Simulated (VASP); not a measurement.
# C in VASP: further runs, part 2 of 2

VASP 6.6.1. The steps go on from the part before.

### 3 Single point, PBE, collinear spin

The input, INCAR:

```
PREC = Accurate
ENCUT = 520
EDIFF = 1E-6
ISMEAR = 0
SIGMA = 0.1
LREAL = F
LASPH = T
NELM = 150
ALGO = Normal
ISIF = 2
LWAVE = F
LCHARG = F
ISPIN = 2
MAGMOM = 1
LORBIT = 11
GGA = PE
NBANDS = 12
```

The input, KPOINTS:

```
regular mesh
0
Gamma
  10 10 8
```

The input, POSCAR:

```
C
1.0
    1.5858067200      0.0000000000      0.0000000000
    0.0000000000      1.5504077900      0.0000000000
   -0.1027796300      0.0000000000      2.1420951700
C
1
Direct
    0.5000000000      0.0000000000      0.0000000000
```

Potentials or basis: VASP PAW PBE potentials, release 64 (C).

Run with:

```bash
$ cat potpaw_PBE.64/C/POTCAR > POTCAR
$ mpirun -np 1 vasp_std > vasp.out
```

OUTCAR:

```text
PREC = Accurate
   ENCUT = 520
   EDIFF = 1E-6
   ISMEAR = 0
   LREAL = F
   LASPH = T
   NELM = 150
   ISIF = 2
   ISPIN = 2
   LORBIT = 11
   GGA = PE

 ion  position               nearest neighbor table
   1  0.500  0.000  0.000-

  LATTYP: Found a simple monoclinic cell.
 ALAT       =     1.5858067200
 B/A-ratio  =     0.9776776517
 C/A-ratio  =     1.3523460674
 COS(beta)  =    -0.0479257539

  Lattice vectors:

 A1 = (   1.5858067200,   0.0000000000,   0.0000000000)
 A2 = (   0.0000000000,   1.5504077900,   0.0000000000)
 A3 = (  -0.1027796300,   0.0000000000,   2.1420951700)

Analysis of symmetry for initial positions (statically):
=====================================================================
 Subroutine PRICEL returns:
 Original cell was already a primitive cell.

 Routine SETGRP: Setting up the symmetry group for a
 simple monoclinic supercell.

 Subroutine GETGRP returns: Found  4 space group operations
 (whereof  4 operations were pure point group operations)
 out of a pool of  4 trial point group operations.

The static configuration has the point symmetry C_2h.

Analysis of symmetry for dynamics (positions and initial velocities):
=====================================================================
 Subroutine PRICEL returns:
 Original cell was already a primitive cell.

 Routine SETGRP: Setting up the symmetry group for a
 simple monoclinic supercell.

 Subroutine GETGRP returns: Found  4 space group operations
 (whereof  4 operations were pure point group operations)
 out of a pool of  4 trial point group operations.

The dynamic configuration has the point symmetry C_2h.

Analysis of structural, dynamic, and magnetic symmetry:
=====================================================================
 Subroutine PRICEL returns:
 Original cell was already a primitive cell.

 Routine SETGRP: Setting up the symmetry group for a
 simple monoclinic supercell.

 Subroutine GETGRP returns: Found  4 space group operations
[... 160 lines left out ...]
 k-point     1 :       0.0000    0.0000    0.0000
  band No.  band energies     occupation
      1     -11.8393      1.00000
      2      10.7304      1.00000
      3      24.6582      0.00000
      4      26.8119      0.00000
      5      28.5456      0.00000
      6      45.7342      0.00000
      7      54.4583      0.00000
      8      63.4924      0.00000
      9      73.8232      0.00000
     10      75.5232      0.00000
     11      76.0882      0.00000
     12      79.5017      0.00000
[... 333 lines left out ...]
      1       2.8681      1.00000
      2       4.2333      1.00000
      3      21.1594      0.00000
      4      21.8816      0.00000
      5      31.1867      0.00000
      6      42.2740      0.00000
      7      43.6656      0.00000
      8      46.6162      0.00000
      9      56.8163      0.00000
     10      61.7066      0.00000
     11      68.8346      0.00000
     12      69.7234      0.00000

 [... further k-points ...]

 spin component 2

 k-point     1 :       0.0000    0.0000    0.0000
  band No.  band energies     occupation
      1     -11.8393      1.00000
      2      10.7302      1.00000
      3      24.6578      0.00000
      4      26.8122      0.00000
      5      28.5459      0.00000
      6      45.7334      0.00000
      7      54.4579      0.00000
      8      63.4909      0.00000
      9      73.8225      0.00000
     10      75.5234      0.00000
     11      76.0875      0.00000
     12      79.5022      0.00000
[... 333 lines left out ...]
      1       2.8678      1.00000
      2       4.2335      1.00000
      3      21.1594      0.00000
      4      21.8822      0.00000
      5      31.1861      0.00000
      6      42.2735      0.00000
      7      43.6647      0.00000
      8      46.6160      0.00000
      9      56.8162      0.00000
     10      61.7065      0.00000
     11      68.8334      0.00000
     12      69.7228      0.00000

 [... further k-points ...]

------------------------ aborting loop because EDIFF is reached ----------------------------------------

  FORCE on cell =-STRESS in cart. coord.  units (eV):
  Direction    XX          YY          ZZ          XY          YZ          ZX
  --------------------------------------------------------------------------------------
  -------------------------------------------------------------------------------------
  Total        2.6673460      3.0291454      1.5259423      0.0000000      0.0000000      0.4484832
  in kB      811.4373323    921.5008700    464.2092072      0.0000000      0.0000000    136.4337443
  external PRESSURE =     732.3824698 kB  Pullay stress =       0.0000000 kB

 VOLUME and BASIS-vectors are now :
 -----------------------------------------------------------------------------
  energy-cutoff  :      520.00
  volume of cell :        5.27
      direct lattice vectors                 reciprocal lattice vectors
     1.585806720  0.000000000  0.000000000     0.630593872  0.000000000  0.030256454
     0.000000000  1.550407790  0.000000000     0.000000000  0.644991599  0.000000000
    -0.102779630  0.000000000  2.142095170     0.000000000  0.000000000  0.466832666

 POSITION                                       TOTAL-FORCE (eV/Angst)
 -----------------------------------------------------------------------------------
      0.79290      0.00000      0.00000         0.000000      0.000000      0.000000
 -----------------------------------------------------------------------------------
    total drift:                                0.000000     -0.000000     -0.000000

  FREE ENERGIE OF THE ION-ELECTRON SYSTEM (eV)
  ---------------------------------------------------
  free  energy   TOTEN  =        -6.2997664616 eV

  energy  without entropy=       -6.2985693137  energy(sigma->0) =       -6.29916789

 total charge

# of ion       s       p       d       tot
------------------------------------------
    1        0.909   1.577   0.000   2.486

 magnetization (x)

# of ion       s       p       d       tot
------------------------------------------
    1        0.000   0.000   0.000   0.000
```

OSZICAR:

```text
N       E                     dE             d eps       ncg     rms          rms(c)
DAV:   1     0.120425746204E+01    0.12043E+01   -0.19091E+03 13756   0.270E+02
DAV:   2    -0.605631005689E+01   -0.72606E+01   -0.70429E+01 15088   0.637E+01
DAV:   3    -0.611155468316E+01   -0.55245E-01   -0.55164E-01 14144   0.404E+00
DAV:   4    -0.611156445840E+01   -0.97752E-05   -0.97745E-05 13772   0.665E-02
DAV:   5    -0.611156445968E+01   -0.12757E-08   -0.16795E-08 13820   0.742E-04    0.489E+00
DAV:   6    -0.631875330434E+01   -0.20719E+00   -0.11591E-01 13308   0.150E+00    0.189E+00
DAV:   7    -0.629187299000E+01    0.26880E-01   -0.68427E-02 13616   0.116E+00    0.986E-01
DAV:   8    -0.629872696428E+01   -0.68540E-02   -0.15173E-02 13432   0.615E-01    0.444E-01
DAV:   9    -0.629963767556E+01   -0.91071E-03   -0.37926E-04 13488   0.135E-01    0.198E-01
DAV:  10    -0.629972890796E+01   -0.91232E-04   -0.17604E-04 13468   0.595E-02    0.391E-02
DAV:  11    -0.629976563278E+01   -0.36725E-04   -0.45909E-05 13272   0.339E-02    0.867E-03
DAV:  12    -0.629976646163E+01   -0.82885E-06   -0.14539E-06 13876   0.819E-03
   1 F= -.62997665E+01 E0= -.62991679E+01  d E =-.119715E-02  mag=     0.0000
```

Wall time 36 s (1 thread of Intel Xeon 8259CL, shared host); peak memory 0.13 GiB.

Results:

- Free energy: -6.2998 eV
- Pressure: 73.2 GPa
- Band gap on the k mesh: zero (filled and empty bands overlap)
- Net moment: 0.00 μB per cell
- Valence electrons inside the program's atomic spheres: C 2.49

Levels at points of the mesh, in eV from the Fermi level:
Spin up:
```
           k point  band 1  band 2  band 3  band 4  band 5
(0.00, 0.00, 0.00)  -23.12   -0.56   13.37   15.53   17.26
(0.50, 0.00, 0.00)  -12.99   -9.68    6.30   21.67   24.49
(0.00, 0.50, 0.00)  -12.93   -8.77    7.06   20.62   24.60
(0.50, 0.50, 0.00)   -4.86   -4.09    6.15   11.57   12.60
(0.00, 0.00, 0.50)  -18.83  -12.92   16.32   18.07   30.73
(0.50, 0.00, 0.50)  -10.75   -5.23   -3.03    8.18   22.20
(0.00, 0.50, 0.50)  -10.71   -4.16   -2.41    8.56   21.13
(0.50, 0.50, 0.50)   -3.33   -2.52    5.72   11.90   15.67
```
Spin down:
```tsv
k point	band 1	band 2	band 3	band 4	band 5
(0.00, 0.00, 0.00)	-23.12	-0.56	13.37	15.53	17.26
(0.50, 0.00, 0.00)	-12.99	-9.68	6.30	21.67	24.49
(0.00, 0.50, 0.00)	-12.93	-8.77	7.06	20.62	24.60
(0.50, 0.50, 0.00)	-4.86	-4.09	6.15	11.56	12.60
(0.00, 0.00, 0.50)	-18.83	-12.92	16.32	18.07	30.73
(0.50, 0.00, 0.50)	-10.75	-5.23	-3.03	8.18	22.20
(0.00, 0.50, 0.50)	-10.71	-4.15	-2.41	8.55	21.13
(0.50, 0.50, 0.50)	-3.33	-2.52	5.72	11.90	15.67
```

Caveat: the k points lie up to 0.41 Å⁻¹ apart, too coarse for converged energies and pressures of a metal.

### 4 Single point, PBE

This run uses another cell than the first one, of 10.39 Å³/atom.

The input, INCAR:

```
SYSTEM = C
ALGO = Normal
EDIFF = 1E-7
ENCUT = 520
GGA = PE
ISIF = 2
ISMEAR = 0
LASPH = .TRUE.
LCHARG = .FALSE.
LREAL = .FALSE.
LWAVE = .FALSE.
NBANDS = 8
NELM = 60
PREC = Accurate
SIGMA = 0.1
```

The input, KPOINTS:

```
k-points
0
G
  34 34 14
  0 0 0
```

The input, POSCAR:

```
C
1.0
    1.6245746787      0.0000000000      0.0000000000
    0.0000000000      1.6245746787      0.0000000000
    0.0000000000      0.0000000000      3.9360516112
C
1
Direct
    0.5000000000      0.5000000000      0.0000000000
```

Run with:

```bash
$ cat potpaw_PBE.64/C/POTCAR > POTCAR
$ mpirun -np 1 vasp_std > vasp.out
```

It took 1.7 min on 1 thread of Intel Xeon 8259CL, shared host; peak memory 0.2 GiB.

Results (log left out):

| Item | Value |
| --- | --- |
| Free energy | -6.6296 eV |
| Pressure | 0.2 GPa |
| Band gap on the k mesh | zero (bands 2 and 3 overlap by 2.55 eV) |

Stress tensor (GPa, compression positive):
```
 0.25  0.00  0.00
 0.00  0.25  0.00
 0.00  0.00 -0.04
```

Levels at points of the mesh, in eV from the Fermi level:
```csv
k point,band 1,band 2,band 3,band 4,band 5
"(0.00, 0.00, 0.00)",-19.14,-6.49,3.83,15.78,15.78
"(0.50, 0.00, 0.00)",-10.10,-6.49,2.05,14.24,17.27
"(0.50, 0.50, 0.00)",-2.77,-2.77,7.70,8.80,14.02
"(0.00, 0.00, 0.50)",-19.07,-7.35,8.31,12.90,15.78
"(0.50, 0.00, 0.50)",-10.07,-6.42,1.70,11.82,19.82
"(0.50, 0.50, 0.50)",-2.76,-2.76,7.79,8.68,14.15
```

### 5 Single point, PBE

This run uses another cell than the first one, of 10.39 Å³/atom.

The input, INCAR:

```
PREC = Accurate
ENCUT = 520
EDIFF = 1E-6
ISMEAR = 0
SIGMA = 0.1
LREAL = False
LASPH = True
NELM = 60
ALGO = Normal
ISIF = 2
LWAVE = False
LCHARG = True
GGA = PE
LELF = True
LVHAR = True
NBANDS = 8
```

The input, KPOINTS:

```
Automatic mesh
0
Gamma
  34 34 16
```

POSCAR is that of step 4.

Run with:

```bash
$ cat potpaw_PBE.64/C/POTCAR > POTCAR
$ mpirun -np 1 vasp_std > vasp.out
```

It took 90 s on 1 thread of Intel Xeon 8259CL, shared host; peak memory 0.21 GiB.

It converged, with:

* Free energy: -6.6296 eV
* Pressure: 0.2 GPa
* Band gap on the k mesh: zero (bands 2 and 3 overlap by 2.55 eV)

Stress tensor (GPa, compression positive):
```
 0.24  0.00  0.00
 0.00  0.24  0.00
 0.00  0.00 -0.02
```

Levels at points of the mesh, in eV from the Fermi level:
| k point | band 1 | band 2 | band 3 | band 4 | band 5 |
| --- | --- | --- | --- | --- | --- |
| (0.00, 0.00, 0.00) | -19.14 | -6.49 | 3.83 | 15.78 | 15.78 |
| (0.50, 0.00, 0.00) | -10.10 | -6.49 | 2.05 | 14.24 | 17.27 |
| (0.50, 0.50, 0.00) | -2.77 | -2.77 | 7.70 | 8.80 | 14.02 |
| (0.00, 0.00, 0.50) | -19.07 | -7.35 | 8.31 | 12.90 | 15.78 |
| (0.50, 0.00, 0.50) | -10.07 | -6.42 | 1.70 | 11.82 | 19.82 |
| (0.50, 0.50, 0.50) | -2.76 | -2.76 | 7.79 | 8.68 | 14.15 |

### 6 Relaxation of cell and atoms, PBE

This run uses another cell than the first one, of 10.39 Å³/atom.

The input, INCAR:

```
ALGO = Normal
EDIFF = 1E-6
EDIFFG = -0.01
ENCUT = 600
GGA = PE
IBRION = 2
ISIF = 3
ISMEAR = 0
LASPH = T
LCHARG = F
LREAL = F
LWAVE = F
NELM = 100
NSW = 100
PREC = Accurate
SIGMA = 0.1
```

The input, KPOINTS:

```
k-points
0
Gamma
  34 34 14
```

POSCAR is that of step 5.

Potentials or basis: VASP PAW PBE potentials, release 64 (C).

Run with:

```bash
$ cat potpaw_PBE.64/C/POTCAR > POTCAR
$ mpirun -np 1 vasp_std > vasp.out
```

Wall time 3.1 min (1 thread of Intel Xeon 8259CL, shared host); peak memory 0.2 GiB.

Results (log left out):

```yaml
Free_energy: -6.6307 eV
Relaxed_volume: 10.27 Å³/atom
Relaxed_cell: a = 1.625 Å, b = 1.625 Å, c = 3.892 Å, α = 90.00°, β = 90.00°, γ = 90.00°
Space_group_after_relaxing_to_0.1_Å: P4/mmm (No. 123)
Energy_gained_by_relaxing: 0.1 meV/atom
Ionic_steps: 5
Pressure_after_relaxing: 0.0 GPa
Band_gap_on_the_k_mesh: zero (bands 2 and 3 overlap by 2.55 eV)
```

Stress tensor (GPa, compression positive):
```
 0.02  0.00  0.00
 0.00  0.02  0.00
 0.00  0.00 -0.14
```

The path:
```
step  energy change (eV)  largest force (eV/Å)  pressure (GPa)  volume (Å³)
   1              0.0000                0.0000           -0.05        10.39
   2              0.0000                0.0000           -0.06        10.38
   3              0.0000                0.0000           -0.05        10.37
   4             -0.0001                0.0000           -0.04        10.33
   5             -0.0001                0.0000           -0.03        10.27
```

Final structure:
```yaml
crystal:
  lattice:
    - [1.62452, 0.00000, 0.00000]
    - [0.00000, 1.62452, 0.00000]
    - [0.00000, 0.00000, 3.89167]
  atoms:
    - { symbol: C, position: [0.50000, 0.50000, 0.00000] }
```

Levels at points of the mesh, in eV from the Fermi level:
```csv
k point,band 1,band 2,band 3,band 4,band 5,band 6
"(0.00, 0.00, 0.00)",-19.15,-6.46,3.87,15.77,15.77,21.74
"(0.50, 0.00, 0.00)",-10.10,-6.50,2.07,14.32,17.28,17.83
"(0.50, 0.50, 0.00)",-2.77,-2.77,7.69,8.80,14.01,26.56
"(0.00, 0.00, 0.50)",-19.06,-7.38,8.49,13.23,15.77,15.77
"(0.50, 0.00, 0.50)",-10.07,-6.42,1.68,11.78,19.81,20.70
"(0.50, 0.50, 0.50)",-2.76,-2.76,7.79,8.67,14.15,24.58
```

### 7 Relaxation of cell and atoms, PBE

This run uses another cell than the first one, of 9.43 Å³/atom.

The input, INCAR:

```
PREC = Accurate
ENCUT = 600
EDIFF = 1E-6
ISMEAR = 0
SIGMA = 0.1
LREAL = False
LASPH = True
NELM = 100
ALGO = Normal
ISIF = 3
LWAVE = False
LCHARG = False
GGA = PE
IBRION = 2
NSW = 100
EDIFFG = -0.01
```

The input, KPOINTS:

```
Automatic mesh
0
Gamma
  34 34 16
```

The input, POSCAR:

```
C
1.0
    1.6149243608      0.0000000000      0.0000000000
    0.0000000000      1.6149243608      0.0000000000
    0.0000000000      0.0000000000      3.6154811274
C
1
Direct
    0.5000000000      0.5000000000      0.0000000000
```

Run with:

```bash
$ cat potpaw_PBE.64/C/POTCAR > POTCAR
$ mpirun -np 1 vasp_std > vasp.out
```

Wall time 5.5 min (1 thread of Intel Xeon 8259CL, shared host); peak memory 0.21 GiB.

It converged, with:

| Quantity | Value |
| --- | --- |
| Free energy | -6.6294 eV |
| Relaxed volume | 10.04 Å³/atom |
| Relaxed cell | a = 1.625 Å, b = 1.625 Å, c = 3.804 Å, α = 90.00°, β = 90.00°, γ = 90.00° |
| Space group after relaxing (to 0.1 Å) | P4/mmm (No. 123) |
| Energy gained by relaxing | 2.7 meV/atom |
| Ionic steps | 9 |
| Pressure after relaxing | 0.0 GPa |
| Band gap on the k mesh | zero (bands 2 and 3 overlap by 2.54 eV) |

Stress tensor (GPa, compression positive):
```
-0.10  0.00  0.00
 0.00 -0.10  0.00
 0.00  0.00  0.15
```

Step by step:
```csv
step,energy change (eV),largest force (eV/Å),pressure (GPa),volume (Å³)
1,0.0000,0.0000,3.87,9.43
2,0.0031,0.0000,-5.49,9.74
3,-0.0020,0.0000,0.08,9.55
4,-0.0020,0.0000,0.18,9.55
5,-0.0020,0.0000,0.17,9.56
6,-0.0021,0.0000,0.15,9.59
7,-0.0022,0.0000,0.14,9.65
8,-0.0024,0.0000,0.10,9.78
9,-0.0027,0.0000,-0.02,10.04
```

Final structure:
```yaml
crystal:
  lattice:
    - [1.62494, 0.00000, 0.00000]
    - [0.00000, 1.62494, 0.00000]
    - [0.00000, 0.00000, 3.80407]
  atoms:
    - { symbol: C, position: [0.50000, 0.50000, 0.00000] }
```

Levels at points of the mesh, in eV from the Fermi level:
```tsv
k point	band 1	band 2	band 3	band 4	band 5	band 6
(0.00, 0.00, 0.00)	-19.16	-6.39	3.96	15.75	15.75	22.77
(0.50, 0.00, 0.00)	-10.10	-6.52	2.10	14.49	17.31	17.90
(0.50, 0.50, 0.00)	-2.77	-2.77	7.66	8.81	13.99	26.69
(0.00, 0.00, 0.50)	-19.05	-7.44	8.87	13.91	15.76	15.76
(0.50, 0.00, 0.50)	-10.07	-6.42	1.64	11.68	19.79	20.96
(0.50, 0.50, 0.50)	-2.76	-2.76	7.78	8.64	14.16	24.48
```

### 8 Overview

```csv
task,spin,cell,k mesh,cutoff (eV),gap on the mesh (eV),pressure (GPa),relaxed volume (Å³/atom)
relaxation of cell and atoms,off,"relaxed from a = 1.586, b = 1.550, c = 2.145 Å, angles 90.0, 92.7, 90.0°, 1 atom",10 × 10 × 8,600,none,0.2,7.67
single point,collinear,"a = 1.586, b = 1.550, c = 2.145 Å, angles 90.0, 92.7, 90.0°, 1 atom",10 × 10 × 8,520,none,73.2,-
single point,off,"a = 1.625, b = 1.625, c = 3.936 Å, 1 atom",34 × 34 × 14,520,none,0.2,-
single point,off,"a = 1.625, b = 1.625, c = 3.936 Å, 1 atom",34 × 34 × 16,520,none,0.2,-
relaxation of cell and atoms,off,"relaxed from a = 1.625, b = 1.625, c = 3.936 Å, 1 atom",34 × 34 × 14,600,none,0.0,10.27
relaxation of cell and atoms,off,"relaxed from a = 1.615, b = 1.615, c = 3.615 Å, 1 atom",34 × 34 × 16,600,none,0.0,10.04
```

Alike in all rows: level PBE; potentials or basis VASP PAW PBE potentials, release 64 (C); smearing gaussian 0.1 eV.

Caveats: some runs use coarse meshes; the volume moved by over 15 % at a fixed basis, so the end points are rough (at least some runs).

Absolute energies hang on the potentials; compare differences alone.
